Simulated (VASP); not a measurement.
# Ba3SbP (Pm-3m) in VASP: further runs

Runs on Ba3SbP. Level: LDA. Tasks: single point.

Program: VASP 6.6.1. These are calculated values, not measurements. Logs are shortened: lines on timing, memory, paths and dates and some standing lists are left out, and cuts for length are marked.

**1. The cell of the first run**

The structure is cubic, space group Pm-3m (No. 221). Conventional cell: a = 6.113 Å, b = 6.113 Å, c = 6.113 Å, α = 90.00°, β = 90.00°, γ = 90.00°. Within 4.0 Å of Ba (site symmetry 4/mmm) lie 2 P at 3.06 Å. Sb (site symmetry m-3m) has 12 Ba at 4.32 Å and 8 P at 5.29 Å within 5.7 Å. P (site symmetry m-3m) has 6 Ba at 3.06 Å within 4.0 Å.

**2. Single point, LDA**

The input, INCAR:

```
ALGO     = Normal         # electronic algorithm
EDIFF    = 1E-6           # SCF threshold, eV
ENCUT    = 500            # plane-wave cutoff, eV
GGA_COMPAT= F            
ISIF     = 2              # what is computed and relaxed
ISMEAR   = -1             # smearing method
LASPH    = T              # aspherical terms in the spheres
LCHARG   = F              # write CHGCAR
LREAL    = F              # projectors in reciprocal space
LWAVE    = F              # write WAVECAR
NBANDS   = 33             # bands
NELM     = 120            # most SCF steps
PREC     = Accurate       # precision mode
SIGMA    = 0.1            # smearing width, eV
```

The input, KPOINTS:

```
k-points
0
Gamma
  7 7 7
```

The input, POSCAR:

```
Ba3SbP
1.0
    6.1131770000      0.0000000000      0.0000000000
    0.0000000000      6.1131770000      0.0000000000
    0.0000000000      0.0000000000      6.1131770000
Ba Sb P
3 1 1
Direct
    0.5000000000      0.5000000000      0.0000000000
    0.5000000000      0.0000000000      0.5000000000
    0.0000000000      0.5000000000      0.5000000000
    0.0000000000      0.0000000000      0.0000000000
    0.5000000000      0.5000000000      0.5000000000
```

Potentials or basis: VASP PAW LDA potentials, release 64 (Ba_sv, Sb_d_GW, P).

Run with:

```sh
cat potpaw_LDA.64/Ba_sv/POTCAR potpaw_LDA.64/Sb_d_GW/POTCAR potpaw_LDA.64/P/POTCAR > POTCAR
mpirun -np 1 vasp_std > vasp.out
```

OUTCAR:

```text
EDIFF = 1E-6
   ENCUT = 500
   ISIF = 2
   ISMEAR = -1
   LASPH = T
   LREAL = F
   NELM = 120
   PREC = Accurate

 ion  position               nearest neighbor table
   1  0.500  0.500  0.000-   5 3.06   5 3.06   2 4.32   2 4.32   3 4.32   3 4.32   2 4.32   2 4.32
                             3 4.32   3 4.32
   2  0.500  0.000  0.500-   5 3.06   5 3.06   1 4.32   1 4.32   1 4.32   3 4.32   3 4.32   1 4.32
                             3 4.32   3 4.32
   3  0.000  0.500  0.500-   5 3.06   5 3.06   1 4.32   1 4.32   2 4.32   1 4.32   2 4.32   2 4.32
                             1 4.32   2 4.32
   4  0.000  0.000  0.000-
   5  0.500  0.500  0.500-   1 3.06   2 3.06   3 3.06   1 3.06   2 3.06   3 3.06

  LATTYP: Found a simple cubic cell.
 ALAT       =     6.1131770000

  Lattice vectors:

 A1 = (   6.1131770000,   0.0000000000,   0.0000000000)
 A2 = (   0.0000000000,   6.1131770000,   0.0000000000)
 A3 = (   0.0000000000,   0.0000000000,   6.1131770000)

Analysis of symmetry for initial positions (statically):
=====================================================================
 Subroutine PRICEL returns:
 Original cell was already a primitive cell.

 Routine SETGRP: Setting up the symmetry group for a
 simple cubic supercell.

 Subroutine GETGRP returns: Found 48 space group operations
 (whereof 48 operations were pure point group operations)
 out of a pool of 48 trial point group operations.

The static configuration has the point symmetry O_h .

Analysis of symmetry for dynamics (positions and initial velocities):
=====================================================================
 Subroutine PRICEL returns:
 Original cell was already a primitive cell.

 Routine SETGRP: Setting up the symmetry group for a
 simple cubic supercell.

 Subroutine GETGRP returns: Found 48 space group operations
 (whereof 48 operations were pure point group operations)
 out of a pool of 48 trial point group operations.

The dynamic configuration has the point symmetry O_h .

 Subroutine INISYM returns: Found 48 space group operations
 (whereof 48 operations are pure point group operations),
 and found     1 'primitive' translations

----------------------------------------------------------------------------------------

                                     Primitive cell

  volume of cell :     228.4551

  direct lattice vectors                    reciprocal lattice vectors
     6.113177000  0.000000000  0.000000000     0.163581064  0.000000000  0.000000000
     0.000000000  6.113177000  0.000000000     0.000000000  0.163581064  0.000000000
     0.000000000  0.000000000  6.113177000     0.000000000  0.000000000  0.163581064

  length of vectors
     6.113177000  6.113177000  6.113177000     0.163581064  0.163581064  0.163581064

  position of ions in fractional coordinates (direct lattice)
     0.500000000  0.500000000  0.000000000
     0.500000000  0.000000000  0.500000000
     0.000000000  0.500000000  0.500000000
     0.000000000  0.000000000  0.000000000
     0.500000000  0.500000000  0.500000000

  ion indices of the primitive-cell ions
   primitive index   ion index
                 1           1
                 2           2
                 3           3
                 4           4
                 5           5

----------------------------------------------------------------------------------------

 KPOINTS: k-points

Automatic generation of k-mesh.
 Grid dimensions read from file:
 generate k-points for:    7    7    7

 Generating k-lattice:

  Cartesian coordinates                     Fractional coordinates (reciprocal lattice)
     0.023368723  0.000000000  0.000000000     0.142857143  0.000000000  0.000000000
     0.000000000  0.023368723  0.000000000     0.000000000  0.142857143  0.000000000
     0.000000000  0.000000000  0.023368723     0.000000000  0.000000000  0.142857143

  Length of vectors
     0.023368723  0.023368723  0.023368723

  Shift w.r.t. Gamma in fractional coordinates (k-lattice)
     0.000000000  0.000000000  0.000000000

 Subroutine IBZKPT returns following result:
 ===========================================

 Found     20 irreducible k-points:

 Following reciprocal coordinates:
            Coordinates               Weight
  0.000000  0.000000  0.000000      1.000000
  0.142857  0.000000  0.000000      6.000000
  0.285714  0.000000  0.000000      6.000000
  0.428571  0.000000  0.000000      6.000000
  0.142857  0.142857  0.000000     12.000000
  0.285714  0.142857  0.000000     24.000000
[... 12 lines left out ...]
  0.428571  0.428571  0.285714     24.000000
  0.428571  0.428571  0.428571      8.000000
   k-points           NKPTS =     20   k-points in BZ     NKDIM =     20   number of bands    NBANDS=     33
   number of dos      NEDOS =    301   number of ions     NIONS =      5
   total plane-waves  NPLWV = 110592
   dimension x,y,z NGX =    48 NGY =   48 NGZ =   48
   dimension x,y,z NGXF=    96 NGYF=   96 NGZF=   96
   ions per type =               3   1   1
   NGX,Y,Z   is equivalent  to a cutoff of  13.05, 13.05, 13.05 a.u.
   NGXF,Y,Z  is equivalent  to a cutoff of  26.11, 26.11, 26.11 a.u.
 SYSTEM =  unknown system
   PREC   = accura    normal or accurate (medium, high low for compatibility)
   ISTART =      0    job   : 0-new  1-cont  2-samecut
   ICHARG =      2    charge: 1-file 2-atom 10-const
   ISPIN  =      1    spin polarized calculation?
   LNONCOLLINEAR =      F non collinear calculations
   LSORBIT =      F    spin-orbit coupling
   LASPH  =      T    aspherical Exc in radial PAW
   ENCUT  =  500.0 eV  36.75 Ry    6.06 a.u.  11.15 11.15 11.15*2*pi/ulx,y,z
   NELM   =    120;   NELMIN=  2; NELMDL= -5     # of ELM steps
   EDIFF  = 0.1E-05   stopping-criterion for ELM
   LREAL  =      F    real-space projection
   EDIFFG = 0.1E-04   stopping-criterion for IOM
   NSW    =      0    number of steps for IOM
   IBRION =     -1    ionic relax: 0-MD 1-quasi-New 2-CG
   NFREE  =      0    steps in history (QN), initial steepest desc. (CG)
   ISIF   =      2    stress and relaxation
   ISYM   =      2    0-nonsym 1-usesym 2-fastsym
   POTIM  = 0.5000    time-step for ionic-motion
   TEBEG  =    0.0;   TEEND  =   0.0 temperature during run
   PSTRESS=    0.0 pullay stress
   NELECT =      50.0000    total number of electrons
   NUPDOWN=      -1.0000    fix difference up-down
   EMIN   =  10.00;   EMAX   =-10.00  energy-range for DOS
   EFERMI =   0.00;   METHOD = LEGACY
   ISMEAR =    -1;   SIGMA  =   0.10  broadening in eV -4-tet -1-fermi 0-gaus
   EFERMI_NEDOS =   21; number of points for ismear=-14 and -15
   IALGO  =     38    algorithm
   IMIX   =      4    mixing-type and parameters
     AMIX     =   0.40;   BMIX     =  1.00
     AMIX_MAG =   1.60;   BMIX_MAG =  1.00
  volume/ion in A,a.u.               =      45.69       308.34
  Fermi-wavevector in a.u.,A,eV,Ry     =   0.986577  1.864361 13.243028  0.973335
  Thomas-Fermi vector in A             =   2.117968
   LORBIT       =      0    0 simple, 1 ext, 2 COOP (PROOUT), +10 PAW based schemes
   GGA     = CA    functional components
   LHFCALC =     F    Hartree Fock is set to
   AEXX    =    0.0000 exact exchange contribution
   IVDW    =     0    specifies the selected vdW correction
   LEPSILON=     F    determine dielectric tensor
   LRPA    =     F    only Hartree local field effects (RPA)
 non-spin polarized calculation
  energy-cutoff  :      500.00
  volume of cell :      228.46
 maximum number of plane-waves:      5818
 NGX is ok and might be reduce to    48
   NGX = 23   NGY = 23   NGZ = 23

 number of electron      50.0000007 magnetization

 Free energy of the ion-electron system (eV)
  ---------------------------------------------------
  ext. energy  EPLUGINS =         0.00000000
  ---------------------------------------------------
  free energy    TOTEN  =       -21.52793621 eV

  energy without entropy =      -21.52139836  energy(sigma->0) =      -21.52466728

 E-fermi :   1.8943     XC(G=0):  -8.1918

 val. band max:        1.7765580166   @ k =   0.0000   0.0000   0.0000
 cond. band min:       1.9154842535   @ k =   0.0000   0.0000   0.0000
 fundamental gap:      0.1389262369
 Fermi energy:         1.8942928277

 k-point     1 :       0.0000    0.0000    0.0000
  band No.  band energies     occupation
      1     -26.4055      2.00000
      2     -26.3370      2.00000
      3     -26.3370      2.00000
      4     -25.9392      2.00000
      5     -25.9392      2.00000
      6     -25.9392      2.00000
[... 25 lines left out ...]
     32       4.9148      0.00000
     33       4.9150      0.00000

 k-point     2 :       0.1429    0.0000    0.0000
  band No.  band energies     occupation
      1     -26.4025      2.00000
      2     -26.3400      2.00000
      3     -26.3370      2.00000
      4     -25.9392      2.00000
      5     -25.9392      2.00000
      6     -25.9392      2.00000
[... 25 lines left out ...]
     32       4.7646      0.00000
     33       5.0573      0.00000

 k-point     3 :       0.2857    0.0000    0.0000
  band No.  band energies     occupation
      1     -26.3943      2.00000
      2     -26.3479      2.00000
      3     -26.3369      2.00000
      4     -25.9392      2.00000
      5     -25.9392      2.00000
      6     -25.9392      2.00000
[... 25 lines left out ...]
     32       4.4451      0.00000
     33       5.4384      0.00000

 k-point     4 :       0.4286    0.0000    0.0000
  band No.  band energies     occupation
      1     -26.3847      2.00000
      2     -26.3573      2.00000
      3     -26.3369      2.00000
      4     -25.9392      2.00000
      5     -25.9392      2.00000
      6     -25.9392      2.00000
[... 529 lines left out ...]
     32       4.5864      0.00000
     33       4.9979      0.00000

 k-point    19 :       0.4286    0.4286    0.2857
  band No.  band energies     occupation
      1     -26.3644      2.00000
      2     -26.3580      2.00000
      3     -26.3553      2.00000
      4     -25.9391      2.00000
      5     -25.9391      2.00000
      6     -25.9391      2.00000
[... 25 lines left out ...]
     32       4.3052      0.00000
     33       5.2440      0.00000

 k-point    20 :       0.4286    0.4286    0.4286
  band No.  band energies     occupation
      1     -26.3614      2.00000
      2     -26.3580      2.00000
      3     -26.3580      2.00000
      4     -25.9391      2.00000
      5     -25.9391      2.00000
      6     -25.9391      2.00000
[... 25 lines left out ...]
     32       4.1045      0.00000
     33       5.4392      0.00000

------------------------ aborting loop because EDIFF is reached ----------------------------------------

  FORCE on cell =-STRESS in cart. coord.  units (eV):
  Direction    XX          YY          ZZ          XY          YZ          ZX
  --------------------------------------------------------------------------------------
  -------------------------------------------------------------------------------------
  Total       -2.8902026     -2.8902026     -2.8902026     -0.0000000     -0.0000000      0.0000000
  in kB      -20.2692631    -20.2692631    -20.2692631     -0.0000000     -0.0000000      0.0000000
  external PRESSURE =     -20.2692631 kB  Pullay stress =       0.0000000 kB

 VOLUME and BASIS-vectors are now :
 -----------------------------------------------------------------------------
  energy-cutoff  :      500.00
  volume of cell :      228.46
      direct lattice vectors                 reciprocal lattice vectors
     6.113177000  0.000000000  0.000000000     0.163581064  0.000000000  0.000000000
     0.000000000  6.113177000  0.000000000     0.000000000  0.163581064  0.000000000
     0.000000000  0.000000000  6.113177000     0.000000000  0.000000000  0.163581064

 POSITION                                       TOTAL-FORCE (eV/Angst)
 -----------------------------------------------------------------------------------
      3.05659      3.05659      0.00000         0.000000      0.000000      0.000000
      3.05659      0.00000      3.05659         0.000000      0.000000      0.000000
      0.00000      3.05659      3.05659         0.000000      0.000000      0.000000
      0.00000      0.00000      0.00000         0.000000      0.000000      0.000000
      3.05659      3.05659      3.05659         0.000000      0.000000      0.000000
 -----------------------------------------------------------------------------------
    total drift:                                0.000000      0.000000     -0.000000

  FREE ENERGIE OF THE ION-ELECTRON SYSTEM (eV)
  ---------------------------------------------------
  free  energy   TOTEN  =       -21.5279362100 eV

  energy  without entropy=      -21.5213983573  energy(sigma->0) =      -21.52466728
```

It took 95 s on 1 thread of Intel Xeon 6975P-C (Granite Rapids), shared host; peak memory 0.35 GiB.

What came out:

```
Free energy            : -21.5279 eV
Pressure               : -2.0 GPa
Band gap on the k mesh : 0.14 eV
```

Caveat: spin-orbit coupling is left out, which moves the levels of the heavy elements; an odd mesh through Γ misses points on the zone boundary, where band edges can lie.

**3. Single point, LDA**

The input, INCAR:

```
  ALGO = Normal
  EDIFF = 1E-6
  ENCUT = 500
  GGA_COMPAT = False
  ISIF = 2
  ISMEAR = -1
  LASPH = True
  LCHARG = True
  LELF = True
  LREAL = False
  LVHAR = True
  LWAVE = False
  NBANDS = 33
  NELM = 120
  PREC = Accurate
  SIGMA = 0.1
```

The input, KPOINTS:

```
k-points
0
Gamma
  6 6 6
```

POSCAR is that of step 2.

Potentials or basis: VASP PAW LDA potentials, release 64 (Ba_sv, Sb_d_GW, P).

Run with:

```sh
cat potpaw_LDA.64/Ba_sv/POTCAR potpaw_LDA.64/Sb_d_GW/POTCAR potpaw_LDA.64/P/POTCAR > POTCAR
mpirun -np 1 vasp_std > vasp.out
```

It took 1.9 min on 1 thread of Intel Xeon Platinum 8488C (Sapphire Rapids), shared host; peak memory 0.35 GiB.

Results (log left out):

```yaml
Free_energy: -21.5275 eV
Pressure: -2.0 GPa
Band_gap_on_the_k_mesh: 0.14 eV
```

Levels at points of the mesh, in eV from the valence-band top:
```csv
k point,band 21,band 22,band 23,band 24,band 25,band 26,band 27,band 28,band 29,band 30
"(0.00, 0.00, 0.00)",-0.55,-0.55,0.00,0.00,0.00,0.14,0.41,0.41,0.49,0.49
"(0.50, 0.00, 0.00)",-1.73,-0.75,-0.75,-0.64,-0.64,0.76,1.27,1.41,2.03,2.27
"(0.50, 0.50, 0.00)",-2.37,-1.11,-1.11,-0.96,-0.93,1.79,1.79,1.90,2.10,2.10
"(0.50, 0.50, 0.50)",-2.54,-2.54,-0.76,-0.76,-0.76,1.53,1.53,1.53,1.63,2.24
```

Caveat: spin-orbit coupling is left out, which moves the levels of the heavy elements.
